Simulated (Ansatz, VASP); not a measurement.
# Al2O3: VASP beside Ansatz

The input POSCAR:

```
Al2O3
1.0
    2.4025136104      1.3870918797      4.3720844159
   -2.4025136104      1.3870918797      4.3720844159
    0.0000000000     -2.7741837594      4.3720844159
Al O
4 6
Direct
    0.1479040000      0.1479040000      0.1479040000
    0.3520960000      0.3520960000      0.3520960000
    0.6479040000      0.6479040000      0.6479040000
    0.8520960000      0.8520960000      0.8520960000
    0.9438545000      0.5561455000      0.2500000000
    0.4438545000      0.7500000000      0.0561455000
    0.5561455000      0.2500000000      0.9438545000
    0.2500000000      0.9438545000      0.5561455000
    0.7500000000      0.0561455000      0.4438545000
    0.0561455000      0.4438545000      0.7500000000
```

INCAR.step1

```
SYSTEM = Al2O3
  PREC = Accurate
  ENCUT = 600
  ISMEAR = 0
  SIGMA = 0.1
  LREAL = .FALSE.
  LASPH = .TRUE.
  NELM = 60
  GGA = PE
  ALGO = Normal
  EDIFF = 1E-4
  LWAVE = .TRUE.
  LCHARG = .FALSE.
```

The input INCAR.step2:

```
SYSTEM = Al2O3
  PREC = Accurate
  ENCUT = 600
  EDIFF = 1E-6
  ISMEAR = 0
  SIGMA = 0.1
  LREAL = .FALSE.
  LASPH = .TRUE.
  NELM = 60
  ALGO = Normal
  ISIF = 3
  LWAVE = .FALSE.
  LCHARG = .FALSE.
  METAGGA = R2SCAN
  LMIXTAU = .TRUE.
  IBRION = 2
  NSW = 90
  EDIFFG = -0.04
  ISTART = 1
```

The input KPOINTS:

```
Automatic mesh
0
G
  6 6 6
  0 0 0
```

Input for Ansatz:

```yaml
crystal:
  lattice:
    - [2.4025136104, 1.3870918797, 4.3720844159]
    - [-2.4025136104, 1.3870918797, 4.3720844159]
    - [0.0, -2.7741837594, 4.3720844159]
  atoms:
    - { symbol: Al, position: [0.147904, 0.147904, 0.147904] }
    - { symbol: Al, position: [0.352096, 0.352096, 0.352096] }
    - { symbol: Al, position: [0.647904, 0.647904, 0.647904] }
    - { symbol: Al, position: [0.852096, 0.852096, 0.852096] }
    - { symbol: O, position: [0.9438545, 0.5561455, 0.25] }
    - { symbol: O, position: [0.4438545, 0.75, 0.0561455] }
    - { symbol: O, position: [0.5561455, 0.25, 0.9438545] }
    - { symbol: O, position: [0.25, 0.9438545, 0.5561455] }
    - { symbol: O, position: [0.75, 0.0561455, 0.4438545] }
    - { symbol: O, position: [0.0561455, 0.4438545, 0.75] }
basis:
  ecutwfc: 500
kpoints:
  mp_grid: { grid: [6, 6, 6] }
hamiltonian:
  xc: r2scan
scf:
  occupations: { method: gaussian, width: 0.1 }
  lower_state_search: "off"
output:
  forces: true
  stress: true
  eigenvalues: true
relax:
  adjacent_minimum: "off"
  f_tol: 0.04
  max_steps: 70
  cell: { stress_tol: 0.4 }
```

Alike in both runs: task relaxation of cell and atoms; functional r2SCAN; k mesh 6 × 6 × 6; occupations gaussian, width 0.1 eV; no spin polarisation.

```csv
,VASP,Ansatz
version,VASP 6.6.1,Ansatz 0.2.0
potentials or method,"VASP PAW PBE potentials, release 64 (Al, O), cutoff 600 eV","scalar-relativistic, plane waves, PAW"
valence electrons in the cell,48,48
```

|  | VASP | Ansatz | Ansatz less VASP |
| --- | --- | --- | --- |
| gap on the k mesh at the Fermi level, each at its own relaxed structure (eV) | 7.19 | 7.15 | -0.045 |
| relaxed volume (Å³/atom) | 8.47 | 8.49 | +0.019 |
| relaxed length of the cell vector where the two differ most in proportion (Å) | 5.123 | 5.129 | +0.0060 |

VASP's potentials were made for PBE, not for r2SCAN.
